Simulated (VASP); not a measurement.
Crystal: TePb.

```
Pb Te
1.0
     4.00229    0.00000    0.00000
     0.00000    4.00229    0.00000
     0.00000    0.00000    4.00229
Pb Te
1 1
Cartesian
  0.0000 0.0000 0.0000
  2.0011 2.0011 2.0011
```

- Program: VASP 6.6.1
- Task: relaxation of cell and atoms
- Functional: revPBE
- Dispersion: D3(BJ)
- Potentials or basis: VASP PAW PBE potentials, release 64 (Pb_d, Te)
- Cutoff: 600 eV
- k mesh: 7 × 7 × 7
- Occupations: fermi-dirac, width 0.05 eV
- Spin: no spin polarisation

At the start: pressure -1.8 GPa; volume 32.05 Å³/atom.

Where does the relaxation end?

Over 5 steps the energy falls by 16.9 meV/atom and the volume is 29.93 Å³/atom (-6.6 %); space group Pm-3m (No. 221, to 0.05 Å).

The path:
```tsv
step	energy change (eV)	largest force (eV/Å)	pressure (GPa)	volume (Å³)
1	0.0000	0.0000	-1.81	64.11
2	-0.0317	0.0000	-0.66	60.81
3	-0.0335	0.0000	-0.24	60.19
4	-0.0318	0.0000	0.69	58.96
5	-0.0337	0.0000	-0.01	59.86
```

Final structure:
```
Pb Te
1.0
     3.91191    0.00000    0.00000
     0.00000    3.91191    0.00000
     0.00000    0.00000    3.91191
Pb Te
1 1
Direct
  0.00000 0.00000 0.00000
  0.50000 0.50000 0.50000
```

Caveat: the PAW data sets were made with another functional, which shifts forces and pressure a little; pairwise dispersion overbinds metals, which lowers pressure and volume.
